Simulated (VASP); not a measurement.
# AlCr2C (P6_3/mmc) in VASP: further runs, part 2 of 2

VASP 6.6.1. Earlier steps stand in the parts before.

## 3. Relaxation of cell and atoms, PBEsol

This run uses another cell than the first one, of 11.10 Å³/atom, 1.029 times its volume.

INCAR reads:

```
PREC = Accurate
ENCUT = 600
EDIFF = 1E-6
ISMEAR = 0
SIGMA = 0.1
LREAL = F
LASPH = T
NELM = 100
ALGO = Normal
ISIF = 3
LWAVE = F
LCHARG = F
GGA = PS
IBRION = 2
NSW = 70
EDIFFG = -0.005
```

KPOINTS reads:

```
Automatic mesh
0
Gamma
  15 15 4
```

POSCAR reads:

```
AlCr2C
1.0
    2.8413176500      0.0000000000      0.0000000000
   -1.4206588250      2.4606532651      0.0000000000
    0.0000000000      0.0000000000     12.6988000039
Al Cr C
2 4 2
Direct
    0.6666666667      0.3333333333      0.2500000000
    0.3333333333      0.6666666667      0.7500000000
    0.3333333333      0.6666666667      0.4157760843
    0.6666666667      0.3333333333      0.9157760843
    0.6666666667      0.3333333333      0.5842239157
    0.3333333333      0.6666666667      0.0842239157
    0.0000000000      0.0000000000      0.5000000000
    0.0000000000      0.0000000000      0.0000000000
```

Potentials or basis: VASP PAW PBE potentials, release 64 (Al, Cr_pv, C).

The run is started by

```
$ cat potpaw_PBE.64/Al/POTCAR potpaw_PBE.64/Cr_pv/POTCAR potpaw_PBE.64/C/POTCAR > POTCAR
$ mpirun -np 1 vasp_std > vasp.out
```

OUTCAR:

```text
PREC = Accurate
   ENCUT = 600
   EDIFF = 1E-6
   ISMEAR = 0
   LREAL = F
   LASPH = T
   NELM = 100
   ISIF = 3
   GGA = PS
   IBRION = 2
   NSW = 70
   EDIFFG = -0.005

 ion  position               nearest neighbor table
   1  0.667  0.333  0.250-   3 2.67   6 2.67   3 2.67   6 2.67   3 2.67   6 2.67
   2  0.333  0.667  0.750-   4 2.67   5 2.67   4 2.67   5 2.67   4 2.67   5 2.67
   3  0.333  0.667  0.416-   7 1.96   7 1.96   7 1.96   1 2.67   1 2.67   1 2.67   5 2.70   5 2.70
                             5 2.70
   4  0.667  0.333  0.916-   8 1.96   8 1.96   8 1.96   2 2.67   2 2.67   2 2.67   6 2.70   6 2.70
                             6 2.70
   5  0.667  0.333  0.584-   7 1.96   7 1.96   7 1.96   2 2.67   2 2.67   2 2.67   3 2.70   3 2.70
                             3 2.70
   6  0.333  0.667  0.084-   8 1.96   8 1.96   8 1.96   1 2.67   1 2.67   1 2.67   4 2.70   4 2.70
                             4 2.70
   7  0.000  0.000  0.500-   3 1.96   5 1.96   3 1.96   5 1.96   5 1.96   3 1.96
   8  0.000  0.000  0.000-   4 1.96   6 1.96   6 1.96   4 1.96   4 1.96   6 1.96

  LATTYP: Found a hexagonal cell.
 ALAT       =     2.8413176500
 C/A-ratio  =     4.4693348538

  Lattice vectors:

 A1 = (   2.8413176500,   0.0000000000,   0.0000000000)
 A2 = (  -1.4206588250,   2.4606532651,   0.0000000000)
 A3 = (   0.0000000000,   0.0000000000,  12.6988000039)

Analysis of symmetry for initial positions (statically):
=====================================================================
 Subroutine PRICEL returns:
 Original cell was already a primitive cell.

 Routine SETGRP: Setting up the symmetry group for a
 hexagonal supercell.

 Subroutine GETGRP returns: Found 24 space group operations
 (whereof 12 operations were pure point group operations)
 out of a pool of 24 trial point group operations.

The static configuration has the point symmetry D_3d.
 The point group associated with its full space group is D_6h.

Analysis of symmetry for dynamics (positions and initial velocities):
=====================================================================
 Subroutine PRICEL returns:
 Original cell was already a primitive cell.

 Routine SETGRP: Setting up the symmetry group for a
 hexagonal supercell.

 Subroutine GETGRP returns: Found 24 space group operations
 (whereof 12 operations were pure point group operations)
 out of a pool of 24 trial point group operations.

The dynamic configuration has the point symmetry D_3d.
 The point group associated with its full space group is D_6h.

 Subroutine INISYM returns: Found 24 space group operations
 (whereof 12 operations are pure point group operations),
 and found     1 'primitive' translations

----------------------------------------------------------------------------------------

                                     Primitive cell

  volume of cell :      88.7836

  direct lattice vectors                    reciprocal lattice vectors
     2.841317650  0.000000000  0.000000000     0.351949385  0.203198072  0.000000000
    -1.420658825  2.460653265  0.000000000     0.000000000  0.406396145  0.000000000
     0.000000000  0.000000000 12.698800004     0.000000000  0.000000000  0.078747598

  length of vectors
     2.841317650  2.841317650 12.698800004     0.406396145  0.406396145  0.078747598

  position of ions in fractional coordinates (direct lattice)
     0.666666667  0.333333333  0.250000000
     0.333333333  0.666666667  0.750000000
     0.333333333  0.666666667  0.415776084
     0.666666667  0.333333333  0.915776084
     0.666666667  0.333333333  0.584223916
     0.333333333  0.666666667  0.084223916
     0.000000000  0.000000000  0.500000000
     0.000000000  0.000000000  0.000000000

  ion indices of the primitive-cell ions
   primitive index   ion index
                 1           1
                 2           2
                 3           3
                 4           4
                 5           5
                 6           6
                 7           7
                 8           8

----------------------------------------------------------------------------------------

 KPOINTS: Automatic mesh

Automatic generation of k-mesh.
 Grid dimensions read from file:
 generate k-points for:   15   15    4

 Generating k-lattice:

  Cartesian coordinates                     Fractional coordinates (reciprocal lattice)
     0.023463292  0.013546538  0.000000000     0.066666667 -0.000000000  0.000000000
     0.000000000  0.027093076  0.000000000     0.000000000  0.066666667  0.000000000
     0.000000000  0.000000000  0.019686900     0.000000000  0.000000000  0.250000000

  Length of vectors
     0.027093076  0.027093076  0.019686900

  Shift w.r.t. Gamma in fractional coordinates (k-lattice)
     0.000000000  0.000000000  0.000000000

 Subroutine IBZKPT returns following result:
 ===========================================

 Found     81 irreducible k-points:

 Following reciprocal coordinates:
            Coordinates               Weight
  0.000000  0.000000  0.000000      1.000000
  0.066667  0.000000  0.000000      6.000000
  0.133333  0.000000  0.000000      6.000000
  0.200000 -0.000000  0.000000      6.000000
  0.266667  0.000000  0.000000      6.000000
  0.333333  0.000000  0.000000      6.000000
[... 16 lines left out ...]
  0.333333  0.200000  0.000000     12.000000
  0.400000  0.200000  0.000000      6.000000
 [... further k-points ...]
   k-points           NKPTS =     81   k-points in BZ     NKDIM =     81   number of bands    NBANDS=     37
   number of dos      NEDOS =    301   number of ions     NIONS =      8
   total plane-waves  NPLWV =  62208
   dimension x,y,z NGX =    24 NGY =   24 NGZ =  108
   dimension x,y,z NGXF=    48 NGYF=   48 NGZF=  216
   ions per type =               2   4   2
   NGX,Y,Z   is equivalent  to a cutoff of  14.04, 14.04, 14.14 a.u.
   NGXF,Y,Z  is equivalent  to a cutoff of  28.08, 28.08, 28.28 a.u.
 SYSTEM =  unknown system
   PREC   = accura    normal or accurate (medium, high low for compatibility)
   ISTART =      0    job   : 0-new  1-cont  2-samecut
   ICHARG =      2    charge: 1-file 2-atom 10-const
   ISPIN  =      1    spin polarized calculation?
   LNONCOLLINEAR =      F non collinear calculations
   LSORBIT =      F    spin-orbit coupling
   LASPH  =      T    aspherical Exc in radial PAW
   ENCUT  =  600.0 eV  44.10 Ry    6.64 a.u.   5.67  5.67 25.36*2*pi/ulx,y,z
   NELM   =    100;   NELMIN=  2; NELMDL= -5     # of ELM steps
   EDIFF  = 0.1E-05   stopping-criterion for ELM
   LREAL  =      F    real-space projection
   EDIFFG = -.5E-02   stopping-criterion for IOM
   NSW    =     70    number of steps for IOM
   IBRION =      2    ionic relax: 0-MD 1-quasi-New 2-CG
   NFREE  =      1    steps in history (QN), initial steepest desc. (CG)
   ISIF   =      3    stress and relaxation
   ISYM   =      2    0-nonsym 1-usesym 2-fastsym
   POTIM  = 0.5000    time-step for ionic-motion
   TEBEG  =    0.0;   TEEND  =   0.0 temperature during run
   PSTRESS=    0.0 pullay stress
   NELECT =      62.0000    total number of electrons
   NUPDOWN=      -1.0000    fix difference up-down
   EMIN   =  10.00;   EMAX   =-10.00  energy-range for DOS
   EFERMI =   0.00;   METHOD = LEGACY
   ISMEAR =     0;   SIGMA  =   0.10  broadening in eV -4-tet -1-fermi 0-gaus
   EFERMI_NEDOS =   21; number of points for ismear=-14 and -15
   IALGO  =     38    algorithm
   IMIX   =      4    mixing-type and parameters
     AMIX     =   0.40;   BMIX     =  1.00
     AMIX_MAG =   1.60;   BMIX_MAG =  1.00
  volume/ion in A,a.u.               =      11.10        74.89
  Fermi-wavevector in a.u.,A,eV,Ry     =   1.452427  2.744690 28.702107  2.109545
  Thomas-Fermi vector in A             =   2.569811
   LORBIT       =      0    0 simple, 1 ext, 2 COOP (PROOUT), +10 PAW based schemes
   GGA     = PS    functional components
   LHFCALC =     F    Hartree Fock is set to
   AEXX    =    0.0000 exact exchange contribution
   IVDW    =     0    specifies the selected vdW correction
   LEPSILON=     F    determine dielectric tensor
   LRPA    =     F    only Hartree local field effects (RPA)
 conjugate gradient relaxation of ions
 non-spin polarized calculation
 Gauss-broadening in eV      SIGMA  =   0.10
  energy-cutoff  :      600.00
  volume of cell :       88.78
 maximum number of plane-waves:      2982
 NGX is ok and might be reduce to    24
   NGX = 11   NGY = 11   NGZ = 51

--------------------------------------- Ionic step        1  -------------------------------------------

 number of electron      61.9999992 magnetization

 Free energy of the ion-electron system (eV)
  ---------------------------------------------------
  ext. energy  EPLUGINS =         0.00000000
  ---------------------------------------------------
  free energy    TOTEN  =       -70.22747139 eV

  energy without entropy =      -70.19479089  energy(sigma->0) =      -70.21113114

 E-fermi :   9.8304     XC(G=0): -12.5778

 val. band max:        9.8270672552   @ k =   0.2000   0.0667   0.0000
 cond. band min:       9.8321812180   @ k =   0.4000   0.0667   0.5000
 fundamental gap:      0.0051139628
 Fermi energy:         9.8303583109

 k-point     1 :       0.0000    0.0000    0.0000
  band No.  band energies     occupation
      1     -33.4279      2.00000
      2     -33.4265      2.00000
      3     -33.2144      2.00000
      4     -33.2144      2.00000
      5     -33.2144      2.00000
      6     -33.2144      2.00000
[... 1286 lines left out ...]
--------------------------------------- Ionic step        9  -------------------------------------------

 number of electron      61.9999988 magnetization

 Free energy of the ion-electron system (eV)
  ---------------------------------------------------
  ext. energy  EPLUGINS =         0.00000000
  ---------------------------------------------------
  free energy    TOTEN  =       -70.27757075 eV

  energy without entropy =      -70.24585836  energy(sigma->0) =      -70.26171455

 E-fermi :  10.1993     XC(G=0): -12.7231

 val. band max:       10.1989502869   @ k =   0.4000   0.0667   0.5000
 cond. band min:      10.2069249808   @ k =   0.2667   0.2000   0.0000
 fundamental gap:      0.0079746939
 Fermi energy:        10.1992566622

 k-point     1 :       0.0000    0.0000    0.0000
  band No.  band energies     occupation
      1     -33.0792      2.00000
      2     -33.0776      2.00000
      3     -32.8327      2.00000
      4     -32.8327      2.00000
      5     -32.8327      2.00000
      6     -32.8327      2.00000
[... 986 lines left out ...]
  FREE ENERGIE OF THE ION-ELECTRON SYSTEM (eV)
  ---------------------------------------------------
  free  energy   TOTEN  =       -70.2775707471 eV

  energy  without entropy=      -70.2458583590  energy(sigma->0) =      -70.26171455

 reached required accuracy - stopping structural energy minimisation
```

It took 10 min on 1 thread of Intel Xeon 6975P-C (Granite Rapids), shared host; peak memory 0.44 GiB.

What came out:

* Free energy: -70.2776 eV
* Relaxed volume: 10.78 Å³/atom
* Relaxed cell: a = 2.813 Å, b = 2.813 Å, c = 12.588 Å, α = 90.00°, β = 90.00°, γ = 120.00°
* Space group after relaxing (to 0.05 Å): P6_3/mmc (No. 194)
* Energy gained by relaxing: 6.3 meV/atom
* Ionic steps: 9
* Pressure after relaxing: 0.0 GPa
* Largest force after relaxing: 0.003 eV/Å
* Band gap on the k mesh: zero (band 31 reaches 10.59 eV, above the bottom of band 32 at 9.74 eV)

Forces in eV/Å, atoms in the order of the input:
```
Al   0.000  0.000  0.000
Al   0.000  0.000  0.000
Cr   0.000  0.000 -0.003
Cr   0.000  0.000 -0.003
Cr   0.000  0.000  0.003
Cr   0.000  0.000  0.003
C    0.000  0.000  0.000
C    0.000  0.000  0.000
```

The path:
```csv
step,energy change (eV),largest force (eV/Å),pressure (GPa),volume (Å³)
1,0.0000,0.2705,-6.37,88.78
2,0.0757,0.8870,10.94,83.23
3,-0.0478,0.1392,-0.31,86.59
4,-0.0478,0.1473,-0.12,86.55
5,-0.0500,0.0294,0.01,86.30
6,-0.0501,0.0065,0.11,86.25
7,-0.0501,0.0085,0.06,86.26
8,-0.0501,0.0031,-0.16,86.31
9,-0.0501,0.0032,0.00,86.28
```

Final structure:
```
Al Cr C
1.0
     2.81332    0.00000    0.00000
    -1.40666    2.43640    0.00000
     0.00000    0.00000   12.58757
Al Cr C
2 4 2
Direct
  0.66667 0.33333 0.25000
  0.33333 0.66667 0.75000
  0.33333 0.66667 0.41561
  0.66667 0.33333 0.91561
  0.66667 0.33333 0.58439
  0.33333 0.66667 0.08439
  0.00000 0.00000 0.50000
  0.00000 0.00000 0.00000
```

Levels at points of the mesh, in eV from the Fermi level:
| k point | band 28 | band 29 | band 30 | band 31 | band 32 | band 33 | band 34 | band 35 |
| --- | --- | --- | --- | --- | --- | --- | --- | --- |
| (0.00, 0.00, 0.00) | -1.12 | -1.11 | -1.11 | -0.22 | -0.22 | -0.19 | -0.19 | 0.61 |
| (0.00, 0.00, 0.50) | -1.12 | -1.12 | -1.12 | -0.21 | -0.21 | -0.21 | -0.21 | 0.64 |

Caveat: the PAW data sets were made with another functional, which shifts forces and pressure a little. Spin polarisation is off, so any magnetic state and its effect on volume and gap are missing.
